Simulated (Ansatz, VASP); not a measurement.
**GaN: VASP beside Ansatz**

The input INCAR:

```
ALGO     = Normal         # electronic algorithm
EDIFF    = 1E-6           # SCF threshold, eV
EDIFFG   = -0.005         # ionic threshold
ENCUT    = 600            # plane-wave cutoff, eV
GGA      = PS             # functional
IBRION   = 2              # ionic algorithm
ISIF     = 3              # what is computed and relaxed
ISMEAR   = 0              # smearing method
LASPH    = T              # aspherical terms in the spheres
LCHARG   = F              # write CHGCAR
LREAL    = F              # projectors in reciprocal space
LWAVE    = F              # write WAVECAR
NELM     = 80             # most SCF steps
NSW      = 70             # ionic steps
PREC     = Accurate       # precision mode
SIGMA    = 0.02           # smearing width, eV
```

KPOINTS

```
k-points
0
Gamma
  12 12 6
```

File POSCAR:

```
GaN
1.0
    3.2184289250      0.0000000000      0.0000000000
   -1.6092144625      2.7872412093      0.0000000000
    0.0000000000      0.0000000000      5.2430304918
Ga N
2 2
Direct
    0.3333333333      0.6666666667     -0.0008683122
    0.6666666667      0.3333333333      0.4991316878
    0.3333333333      0.6666666667      0.3758683122
    0.6666666667      0.3333333333      0.8758683122
```

Input for Ansatz:

```yaml
crystal:
  lattice:
    - [3.218428925, 0.0, 0.0]
    - [-1.6092144625, 2.7872412093, 0.0]
    - [0.0, 0.0, 5.2430304918]
  atoms:
    - { symbol: Ga, position: [0.3333333333, 0.6666666667, -0.0008683122] }
    - { symbol: Ga, position: [0.6666666667, 0.3333333333, 0.4991316878] }
    - { symbol: "N", position: [0.3333333333, 0.6666666667, 0.3758683122] }
    - { symbol: "N", position: [0.6666666667, 0.3333333333, 0.8758683122] }
basis:
  ecutwfc: 420
kpoints:
  mp_grid: { grid: [12, 12, 6] }
hamiltonian:
  xc: pbesol
scf:
  occupations: { method: gaussian, width: 0.02 }
output:
  forces: true
  stress: true
  eigenvalues: true
  write_density: true
  write_potential: true
  elf: true
  volumetric_format: npy
relax:
  adjacent_minimum: "off"
  f_tol: 0.005
  max_steps: 50
  cell: { stress_tol: 0.05 }
```

Alike in both runs: task relaxation of cell and atoms; functional PBEsol; k mesh 12 × 12 × 6; occupations gaussian, width 0.02 eV; no spin polarisation.

|  | VASP | Ansatz |
| --- | --- | --- |
| version | VASP 6.6.1 | Ansatz 0.2.0 |
| potentials or method | VASP PAW PBE potentials, release 64 (Ga_d, N), cutoff 600 eV | scalar-relativistic, plane waves, PAW |
| valence electrons in the cell | 36 | 36 |

VASP gave:

| Quantity | Value |
| --- | --- |
| gap on the k mesh at the Fermi level, each at its own relaxed structure (eV) | 1.91 |
| relaxed volume (Å³/atom) | 11.35 |
| relaxed cell length with the largest relative difference (Å) | 5.182 |

What did Ansatz give for the same quantities?

gap on the k mesh at the Fermi level, each at its own relaxed structure (eV): 1.87; relaxed volume (Å³/atom): 11.37; relaxed cell length with the largest relative difference (Å): 5.186.

VASP's potentials were made for PBE, not for PBEsol.
